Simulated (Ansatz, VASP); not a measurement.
## Two plane-wave programs on Ir

The input INCAR:

```
PREC = Accurate
ENCUT = 520
EDIFF = 1E-6
ISMEAR = 0
SIGMA = 0.15
LREAL = F
LASPH = T
NELM = 100
ALGO = Fast
ISIF = 2
LWAVE = F
LCHARG = F
GGA = PE
NBANDS = 16
```

KPOINTS

```
Automatic mesh
0
Gamma
  18 18 12
```

Contents of POSCAR:

```
Ir
1.0
    2.7513778946      0.0000000000      0.0000000000
   -1.3756889473      2.3827631521      0.0000000000
    0.0000000000      0.0000000000      4.2837984000
Ir
2
Direct
    0.6666666667      0.3333333333      0.7500000000
    0.3333333333      0.6666666667      0.2500000000
```

Input for Ansatz:

```yaml
crystal:
  lattice:
    - [2.7513778946, 0.0, 0.0]
    - [-1.3756889473, 2.3827631521, 0.0]
    - [0.0, 0.0, 4.2837984]
  atoms:
    - { symbol: Ir, position: [0.6666666667, 0.3333333333, 0.75] }
    - { symbol: Ir, position: [0.3333333333, 0.6666666667, 0.25] }
basis:
  ecutwfc: 420
kpoints:
  mp_grid: { grid: [18, 18, 12] }
hamiltonian:
  xc: pbe
scf:
  occupations: { method: gaussian, width: 0.15 }
output:
  forces: true
  stress: true
  eigenvalues: true
```

Change from the starting cell: strain +0.000 along x and y, -0.040 along z, atoms carried along.

Alike in both runs: task single point; functional PBE; k mesh 18 × 18 × 12; occupations gaussian, width 0.15 eV; no spin polarisation.

|  | VASP | Ansatz |
| --- | --- | --- |
| version | VASP 6.6.1 | Ansatz 0.2.0 |
| potentials or method | VASP PAW PBE potentials, release 64 (Ir), cutoff 520 eV | scalar-relativistic, plane waves, PAW |
| valence electrons in the cell | 18 | 34 |

Ansatz gave:

| Item | Value |
| --- | --- |
| gap on the k mesh at the Fermi level (eV) | none |
| pressure (GPa) | 14.9 |
| traceless stress, the component that is largest in VASP (GPa) | 11.39 |

Q: Which values does VASP return?

A: gap on the k mesh at the Fermi level (eV): none; pressure (GPa): 15.5; traceless stress, the component that is largest in VASP (GPa): 11.38.

A gap of «none» marks a metal or a gap that the smearing closes. With one functional, cell and mesh, what is left measures potentials, basis and numerics. VASP's potentials hold 18 valence electrons a cell and Ansatz's 34, so a difference there can come from the potentials and not from the codes.

Spin-orbit coupling is off throughout.
